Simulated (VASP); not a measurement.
# Pt (I4/mmm) in VASP: notebook

Pt is run at these levels: LDA; tasks: single point.

Program: VASP 6.6.1. These are calculated values, not measurements. Logs are shortened: lines on timing, memory, paths and dates and some standing lists are left out, and cuts for length are marked.

## 1. The cell of the first run

It takes space group I4/mmm (No. 139, tetragonal). Conventional cell: a = 2.694 Å, b = 2.694 Å, c = 4.311 Å, α = 90.00°, β = 90.00°, γ = 90.00°. Within 3.6 Å of Pt (site symmetry 4/mmm) lie 12 Pt at 2.69 to 2.88 Å.

## 2. Single point, LDA (15.64 Å³/atom)

Input file INCAR:

```
SYSTEM = Pt
  ALGO = Fast
  EDIFF = 1E-6
  ENCUT = 520
  ISIF = 2
  ISMEAR = 0
  LASPH = .True.
  LCHARG = .True.
  LELF = .True.
  LREAL = .False.
  LVHAR = .True.
  LWAVE = .False.
  NBANDS = 11
  NELM = 60
  PREC = Accurate
  SIGMA = 0.15
```

Input file KPOINTS:

```
k-points
0
Gamma
  22 22 22
  0 0 0
```

Input file POSCAR:

```
Pt
1.0
    0.0000000000      1.9049277004      2.1554256930
    1.9049277004      0.0000000000      2.1554256930
    1.9049277004      1.9049277004      0.0000000000
Pt
1
Direct
    0.0000000000      0.0000000000      0.0000000000
```

Potentials or basis: VASP PAW LDA potentials, release 64 (Pt).

Launch:

```console
$ cat potpaw_LDA.64/Pt/POTCAR > POTCAR
$ mpirun -np 1 vasp_std > vasp.out
```

OUTCAR:

```text
SYSTEM = Pt
   EDIFF = 1E-6
   ENCUT = 520
   ISIF = 2
   ISMEAR = 0
   LASPH = .True.
   LREAL = .False.
   NELM = 60
   PREC = Accurate

 ion  position               nearest neighbor table
   1  0.000  0.000  0.000-

  LATTYP: Found a body centered tetragonal cell.
 ALAT       =     2.6939745892
 C/A-ratio  =     1.6001826458

  Lattice vectors:

 A1 = (  -1.9049277004,   0.0000000000,   2.1554256930)
 A2 = (   1.9049277004,   0.0000000000,   2.1554256930)
 A3 = (   0.0000000000,   1.9049277004,  -2.1554256930)

Analysis of symmetry for initial positions (statically):
=====================================================================
 Subroutine PRICEL returns:
 Original cell was already a primitive cell.

 Routine SETGRP: Setting up the symmetry group for a
 body centered tetragonal supercell.

 Subroutine GETGRP returns: Found 16 space group operations
 (whereof 16 operations were pure point group operations)
 out of a pool of 16 trial point group operations.

The static configuration has the point symmetry D_4h.

Analysis of symmetry for dynamics (positions and initial velocities):
=====================================================================
 Subroutine PRICEL returns:
 Original cell was already a primitive cell.

 Routine SETGRP: Setting up the symmetry group for a
 body centered tetragonal supercell.

 Subroutine GETGRP returns: Found 16 space group operations
 (whereof 16 operations were pure point group operations)
 out of a pool of 16 trial point group operations.

The dynamic configuration has the point symmetry D_4h.

 Subroutine INISYM returns: Found 16 space group operations
 (whereof 16 operations are pure point group operations),
 and found     1 'primitive' translations

----------------------------------------------------------------------------------------

                                     Primitive cell

  volume of cell :      15.6430

  direct lattice vectors                    reciprocal lattice vectors
     0.000000000  1.904927700  2.155425693    -0.262477153  0.262477153  0.231972738
     1.904927700  0.000000000  2.155425693     0.262477153 -0.262477153  0.231972738
     1.904927700  1.904927700  0.000000000     0.262477153  0.262477153 -0.231972738

  length of vectors
     2.876562091  2.876562091  2.693974589     0.437721216  0.437721216  0.437721216

  position of ions in fractional coordinates (direct lattice)
     0.000000000  0.000000000  0.000000000

  ion indices of the primitive-cell ions
   primitive index   ion index
                 1           1

----------------------------------------------------------------------------------------

 KPOINTS: k-points

Automatic generation of k-mesh.
 Grid dimensions read from file:
 generate k-points for:   22   22   22

 Generating k-lattice:

  Cartesian coordinates                     Fractional coordinates (reciprocal lattice)
    -0.011930780  0.011930780  0.010544215     0.045454545  0.000000000  0.000000000
     0.011930780 -0.011930780  0.010544215     0.000000000  0.045454545  0.000000000
     0.011930780  0.011930780 -0.010544215    -0.000000000 -0.000000000  0.045454545

  Length of vectors
     0.019896419  0.019896419  0.019896419

  Shift w.r.t. Gamma in fractional coordinates (k-lattice)
     0.000000000  0.000000000  0.000000000

 Subroutine IBZKPT returns following result:
 ===========================================

 Found    834 irreducible k-points:

 Following reciprocal coordinates:
            Coordinates               Weight
  0.000000  0.000000  0.000000      1.000000
  0.045455  0.000000  0.000000      8.000000
  0.090909  0.000000  0.000000      8.000000
  0.136364  0.000000  0.000000      8.000000
  0.181818  0.000000  0.000000      8.000000
  0.227273  0.000000  0.000000      8.000000
[... 16 lines left out ...]
  0.500000  0.045455  0.000000      8.000000
 -0.454545  0.045455  0.000000      8.000000
 [... further k-points ...]
   k-points           NKPTS =    834   k-points in BZ     NKDIM =    834   number of bands    NBANDS=     11
   number of dos      NEDOS =    301   number of ions     NIONS =      1
   total plane-waves  NPLWV =  11520
   dimension x,y,z NGX =    24 NGY =   24 NGZ =   20
   dimension x,y,z NGXF=    48 NGYF=   48 NGZF=   40
   ions per type =               1
   NGX,Y,Z   is equivalent  to a cutoff of  13.87, 13.87, 12.34 a.u.
   NGXF,Y,Z  is equivalent  to a cutoff of  27.74, 27.74, 24.68 a.u.
 SYSTEM =  Pt
   PREC   = accura    normal or accurate (medium, high low for compatibility)
   ISTART =      0    job   : 0-new  1-cont  2-samecut
   ICHARG =      2    charge: 1-file 2-atom 10-const
   ISPIN  =      1    spin polarized calculation?
   LNONCOLLINEAR =      F non collinear calculations
   LSORBIT =      F    spin-orbit coupling
   LASPH  =      T    aspherical Exc in radial PAW
   ENCUT  =  520.0 eV  38.22 Ry    6.18 a.u.   5.35  5.35  5.01*2*pi/ulx,y,z
   NELM   =     60;   NELMIN=  2; NELMDL= -5     # of ELM steps
   EDIFF  = 0.1E-05   stopping-criterion for ELM
   LREAL  =      F    real-space projection
   EDIFFG = 0.1E-04   stopping-criterion for IOM
   NSW    =      0    number of steps for IOM
   IBRION =     -1    ionic relax: 0-MD 1-quasi-New 2-CG
   NFREE  =      0    steps in history (QN), initial steepest desc. (CG)
   ISIF   =      2    stress and relaxation
   ISYM   =      2    0-nonsym 1-usesym 2-fastsym
   POTIM  = 0.5000    time-step for ionic-motion
   TEBEG  =    0.0;   TEEND  =   0.0 temperature during run
   PSTRESS=    0.0 pullay stress
   NELECT =      10.0000    total number of electrons
   NUPDOWN=      -1.0000    fix difference up-down
   EMIN   =  10.00;   EMAX   =-10.00  energy-range for DOS
   EFERMI =   0.00;   METHOD = LEGACY
   ISMEAR =     0;   SIGMA  =   0.15  broadening in eV -4-tet -1-fermi 0-gaus
   EFERMI_NEDOS =   21; number of points for ismear=-14 and -15
   IALGO  =     68    algorithm
   IMIX   =      4    mixing-type and parameters
     AMIX     =   0.40;   BMIX     =  1.00
     AMIX_MAG =   1.60;   BMIX_MAG =  1.00
  volume/ion in A,a.u.               =      15.64       105.56
  Fermi-wavevector in a.u.,A,eV,Ry     =   1.410267  2.665019 27.060005  1.988854
  Thomas-Fermi vector in A             =   2.532239
   LORBIT       =      0    0 simple, 1 ext, 2 COOP (PROOUT), +10 PAW based schemes
   GGA     = CA    functional components
   LHFCALC =     F    Hartree Fock is set to
   AEXX    =    0.0000 exact exchange contribution
   IVDW    =     0    specifies the selected vdW correction
   LEPSILON=     F    determine dielectric tensor
   LRPA    =     F    only Hartree local field effects (RPA)
 non-spin polarized calculation
 RMM-DIIS sequential band-by-band and
 Gauss-broadening in eV      SIGMA  =   0.15
  energy-cutoff  :      520.00
  volume of cell :       15.64
 maximum number of plane-waves:       431
 NGX is ok and might be reduce to    24
   NGX = 11   NGY = 11   NGZ =  9

 number of electron      10.0000001 magnetization

 Free energy of the ion-electron system (eV)
  ---------------------------------------------------
  ext. energy  EPLUGINS =         0.00000000
  ---------------------------------------------------
  free energy    TOTEN  =        -7.42344665 eV

  energy without entropy =       -7.40245737  energy(sigma->0) =       -7.41295201

 E-fermi :  10.3748     XC(G=0): -13.4712

 val. band max:       10.3726593222   @ k =   0.4545   0.1818   0.0000
 cond. band min:      10.3749003487   @ k =   0.3636   0.2727   0.0909
 fundamental gap:      0.0022410266
 Fermi energy:        10.3747824022

 k-point     1 :       0.0000    0.0000    0.0000
  band No.  band energies     occupation
      1       0.6030      2.00000
      2       5.9139      2.00000
      3       7.4193      2.00000
      4       7.4193      2.00000
      5       7.9685      2.00000
      6       9.6968      2.00000
      7      25.4014      0.00000
      8      28.0656      0.00000
      9      30.8389      0.00000
     10      30.8389      0.00000
     11      35.4866      0.00000

 k-point     2 :       0.0455    0.0000    0.0000
  band No.  band energies     occupation
      1       0.6843      2.00000
      2       5.9383      2.00000
      3       7.3866      2.00000
      4       7.4498      2.00000
      5       7.9687      2.00000
      6       9.6639      2.00000
      7      25.5221      0.00000
      8      28.0913      0.00000
      9      30.4326      0.00000
     10      30.9664      0.00000
     11      36.0018      0.00000

 k-point     3 :       0.0909    0.0000    0.0000
  band No.  band energies     occupation
      1       0.9234      2.00000
      2       6.0036      2.00000
      3       7.2873      2.00000
      4       7.5366      2.00000
      5       7.9914      2.00000
      6       9.5735      2.00000
      7      25.8562      0.00000
      8      27.9535      0.00000
      9      29.8128      0.00000
     10      31.3378      0.00000
     11      36.3309      0.00000

 k-point     4 :       0.1364    0.0000    0.0000
  band No.  band energies     occupation
      1       1.3049      2.00000
      2       6.0902      2.00000
      3       7.1298      2.00000
      4       7.6633      2.00000
      5       8.0827      2.00000
      6       9.4506      2.00000
      7      26.3072      0.00000
      8      27.1539      0.00000
      9      29.8695      0.00000
     10      31.9172      0.00000
     11      34.8142      0.00000
[... 239 lines left out ...]
 k-point    22 :       0.4545    0.0455    0.0000
  band No.  band energies     occupation
      1       3.5310      2.00000
      2       6.1351      2.00000
      3       7.5821      2.00000
      4       9.1401      2.00000
      5      10.1865      1.92407
      6      10.7379      0.00062
      7      17.0794      0.00000
      8      24.4001      0.00000
      9      28.9908      0.00000
     10      30.3965      0.00000
     11      36.1690      0.00000

 k-point    23 :       0.5000    0.0455    0.0000
  band No.  band energies     occupation
      1       3.5388      2.00000
      2       6.1175      2.00000
      3       7.5255      2.00000
      4       9.5845      2.00000
      5      10.2181      1.86046
      6      11.2014      0.00000
      7      16.1969      0.00000
      8      24.2038      0.00000
      9      28.5019      0.00000
     10      30.3297      0.00000
     11      36.3737      0.00000

 k-point    24 :      -0.4545    0.0455    0.0000
  band No.  band energies     occupation
      1       3.5436      2.00000
      2       6.1371      2.00000
      3       7.5161      2.00000
      4       9.4521      2.00000
      5      10.1474      1.96793
      6      11.3434      0.00000
      7      16.2654      0.00000
      8      24.2165      0.00000
      9      28.3835      0.00000
     10      30.5618      0.00000
     11      36.1193      0.00000

 [... further k-points ...]

------------------------ aborting loop because EDIFF is reached ----------------------------------------

  FORCE on cell =-STRESS in cart. coord.  units (eV):
  Direction    XX          YY          ZZ          XY          YZ          ZX
  --------------------------------------------------------------------------------------
  -------------------------------------------------------------------------------------
  Total       -0.7720307     -0.7720307     -2.1565194      0.0000000      0.0000000      0.0000000
  in kB      -79.0724322    -79.0724322   -220.8736536      0.0000000      0.0000000      0.0000000
  external PRESSURE =    -126.3395060 kB  Pullay stress =       0.0000000 kB

 VOLUME and BASIS-vectors are now :
 -----------------------------------------------------------------------------
  energy-cutoff  :      520.00
  volume of cell :       15.64
      direct lattice vectors                 reciprocal lattice vectors
     0.000000000  1.904927700  2.155425693    -0.262477153  0.262477153  0.231972738
     1.904927700  0.000000000  2.155425693     0.262477153 -0.262477153  0.231972738
     1.904927700  1.904927700  0.000000000     0.262477153  0.262477153 -0.231972738

 POSITION                                       TOTAL-FORCE (eV/Angst)
 -----------------------------------------------------------------------------------
      0.00000      0.00000      0.00000         0.000000      0.000000      0.000000
 -----------------------------------------------------------------------------------
    total drift:                                0.000000      0.000000     -0.000000

  FREE ENERGIE OF THE ION-ELECTRON SYSTEM (eV)
  ---------------------------------------------------
  free  energy   TOTEN  =        -7.4234466548 eV

  energy  without entropy=       -7.4024573715  energy(sigma->0) =       -7.41295201
```

Wall time 2.2 min (1 thread of Intel Xeon 8259CL, shared host); peak memory 0.25 GiB.

Results:

| Item | Value |
| --- | --- |
| Free energy | -7.4234 eV |
| Pressure | -12.6 GPa |
| Band gap on the k mesh | zero (bands 5 and 6 overlap by 2.58 eV) |

Stress tensor (GPa, compression positive):
```
 -7.91   0.00   0.00
  0.00  -7.91   0.00
  0.00   0.00 -22.09
```

Levels at points of the mesh, in eV from the Fermi level:
```csv
k point,band 1,band 2,band 3,band 4,band 5,band 6,band 7,band 8,band 9,band 10
"(0.00, 0.00, 0.00)",-9.77,-4.46,-2.96,-2.96,-2.41,-0.68,15.03,17.69,20.46,20.46
"(0.50, 0.00, 0.00)",-6.89,-4.22,-2.90,-0.23,-0.17,0.34,5.75,13.82,18.19,20.04
"(0.50, 0.50, 0.00)",-6.81,-6.28,0.24,0.44,0.44,0.51,6.56,12.81,12.81,21.05
"(0.50, 0.00, 0.50)",-6.59,-6.09,-0.15,-0.12,1.17,2.72,9.70,10.40,10.99,19.63
```

Caveat: the cell stands under tension; spin-orbit coupling is left out, which moves the levels of the heavy elements.

## 3. Single point, LDA (15.64 Å³/atom)

Input file INCAR:

```
PREC = Accurate ; ENCUT = 520
EDIFF = 1E-6 ; ISMEAR = 0
SIGMA = 0.15 ; LREAL = False
LASPH = True ; NELM = 80
ALGO = Fast ; ISIF = 2
LWAVE = False ; LCHARG = True
LELF = True ; LVHAR = True
NBANDS = 11
```

Input file KPOINTS:

```
regular mesh
0
Gamma
  22 22 22
```

Input file POSCAR:

```
Pt
1.0
    0.0000000000      2.3405615782      1.4277425627
    2.3405615782      0.0000000000      1.4277425627
    2.3405615782      2.3405615782      0.0000000000
Pt
1
Direct
    0.0000000000      0.0000000000      0.0000000000
```

Potentials or basis: VASP PAW LDA potentials, release 64 (Pt).

Launch:

```console
$ cat potpaw_LDA.64/Pt/POTCAR > POTCAR
$ mpirun -np 1 vasp_std > vasp.out
```

Wall time 3.3 min (1 thread of Intel Xeon 8259CL, shared host); peak memory 0.25 GiB.

It converged, with:

* Free energy: -7.4373 eV
* Pressure: -12.6 GPa
* Band gap on the k mesh: zero (bands 5 and 6 overlap by 2.06 eV)

Stress tensor (GPa, compression positive):
```
 -8.72   0.00   0.00
  0.00  -8.72   0.00
  0.00   0.00 -20.36
```

Levels at points of the mesh, in eV from the Fermi level:
| k point | band 2 | band 3 | band 4 | band 5 | band 6 | band 7 | band 8 | band 9 |
| --- | --- | --- | --- | --- | --- | --- | --- | --- |
| (0.00, 0.00, 0.00) | -4.43 | -3.06 | -3.06 | -2.31 | -0.43 | 16.04 | 16.04 | 19.32 |
| (0.50, 0.00, 0.00) | -5.49 | -1.35 | 0.05 | 0.55 | 0.84 | 6.80 | 12.68 | 14.62 |
| (0.50, 0.50, 0.00) | -6.27 | 0.29 | 0.29 | 0.70 | 6.13 | 6.13 | 10.78 | 12.12 |
| (0.50, 0.00, 0.50) | -4.05 | -2.54 | -1.19 | -0.45 | 0.74 | 5.43 | 14.41 | 18.31 |

Caveat: the cell stands under tension; spin-orbit coupling is left out, which moves the levels of the heavy elements.

## 4. Single point, LDA (14.32 Å³/atom)

This run uses another cell than the first one, of 14.32 Å³/atom.

Input file INCAR:

```
PREC = Accurate
ENCUT = 520
EDIFF = 1E-7
ISMEAR = 0
SIGMA = 0.15
LREAL = False
LASPH = True
NELM = 80
ALGO = Fast
ISIF = 2
LWAVE = False
LCHARG = False
GGA = CA
NBANDS = 11
```

Input file KPOINTS:

```
Automatic mesh
0
Gamma
  22 22 22
```

Input file POSCAR:

```
Pt
1.0
    0.0000000000      1.9672630489      1.8494239922
    1.9672630489      0.0000000000      1.8494239922
    1.9672630489      1.9672630489      0.0000000000
Pt
1
Direct
    0.0000000000      0.0000000000      0.0000000000
```

Launch:

```console
$ cat potpaw_LDA.64/Pt/POTCAR > POTCAR
$ mpirun -np 1 vasp_std > vasp.out
```

Wall time 2 min (1 thread of Intel Xeon 8259CL, shared host); peak memory 0.24 GiB.

The run converged. Its results:

| Property | Result |
| --- | --- |
| Free energy | -7.4883 eV |
| Pressure | 11.5 GPa |
| Band gap on the k mesh | zero (bands 5 and 6 overlap by 2.72 eV) |

Stress tensor (GPa, compression positive):
```
 9.55  0.00  0.00
 0.00  9.55  0.00
 0.00  0.00 15.48
```

Levels at points of the mesh, in eV from the Fermi level:
```
           k point  band 3  band 4  band 5  band 6  band 7  band 8
(0.00, 0.00, 0.00)   -4.36   -3.61   -2.22   -1.33   14.54   19.11
(0.50, 0.00, 0.00)   -3.79   -0.66   -0.13    0.29    6.30   13.98
(0.50, 0.50, 0.00)    0.04    0.59    0.59    2.56   10.61   10.78
(0.50, 0.00, 0.50)    0.02    0.24    0.84    1.29    8.95   11.66
```

Caveat: the cell stands under pressure; spin-orbit coupling is left out, which moves the levels of the heavy elements.

## 5. Single point, LDA (14.32 Å³/atom)

This run uses another cell than the first one, of 14.32 Å³/atom.

Input file INCAR:

```
SYSTEM = Pt
PREC = Accurate
ENCUT = 520
EDIFF = 1E-6
ISMEAR = 0
SIGMA = 0.15
LREAL = .False.
LASPH = .True.
NELM = 100
ALGO = Normal
ISIF = 2
LWAVE = .False.
LCHARG = .True.
LELF = .True.
LVHAR = .True.
NBANDS = 11
```

Input file KPOINTS:

```
Automatic mesh
0
Gamma
  22 22 22
  0 0 0
```

Input file POSCAR:

```
Pt
1.0
    0.0000000000      2.0500051698      1.7031442951
    2.0500051698      0.0000000000      1.7031442951
    2.0500051698      2.0500051698      0.0000000000
Pt
1
Direct
    0.0000000000      0.0000000000      0.0000000000
```

Launch:

```console
$ cat potpaw_LDA.64/Pt/POTCAR > POTCAR
$ mpirun -np 1 vasp_std > vasp.out
```

It took 81 s on 1 thread of Intel Xeon 8259CL, shared host; peak memory 0.25 GiB.

It converged, with:

| Quantity | Value |
| --- | --- |
| Free energy | -7.4271 eV |
| Pressure | 13.3 GPa |
| Band gap on the k mesh | zero (bands 5 and 6 overlap by 2.95 eV) |

Stress tensor (GPa, compression positive):
```
10.18  0.00  0.00
 0.00 10.18  0.00
 0.00  0.00 19.42
```

Levels at points of the mesh, in eV from the Fermi level:
```
           k point  band 1  band 2  band 3  band 4  band 5  band 6  band 7  band 8  band 9  band 10
(0.00, 0.00, 0.00)  -10.67   -4.42   -4.42   -3.02   -2.43   -0.77   15.25   18.14   18.14    24.15
(0.50, 0.00, 0.00)   -7.73   -5.14   -2.70   -0.45   -0.42    0.85    6.65   13.73   17.85    21.99
(0.50, 0.50, 0.00)   -7.35   -7.12    0.26    0.70    0.70    4.69    9.51    9.51   12.89    19.74
(0.50, 0.00, 0.50)   -7.62   -6.72   -0.28   -0.19    0.70    1.26    8.17   12.24   14.00    23.08
```

Caveat: the cell stands under pressure; spin-orbit coupling is left out, which moves the levels of the heavy elements.

## 6. The runs side by side

```tsv
cell	gap on the mesh (eV)	pressure (GPa)
a = 2.877, b = 2.877, c = 2.694 Å, angles 62.1, 62.1, 55.8°, 1 atom	none	-12.6
a = 2.742, b = 2.742, c = 3.310 Å, angles 52.9, 52.9, 74.3°, 1 atom	none	-12.6
a = 2.700, b = 2.700, c = 2.782 Å, angles 59.0, 59.0, 62.0°, 1 atom	none	11.5
a = 2.665, b = 2.665, c = 2.899 Å, angles 57.1, 57.1, 65.9°, 1 atom	none	13.3
```

Alike in all rows: task single point; level LDA; potentials or basis VASP PAW LDA potentials, release 64 (Pt); no spin polarisation; k mesh 22 × 22 × 22; cutoff (eV) 520; smearing gaussian 0.15 eV.

Caveats: spin-orbit coupling is left out, which moves the levels of the heavy elements; the cell stands under tension (at least some runs); the cell stands under pressure (at least some runs).

Absolute energies hang on the potentials; compare differences alone.
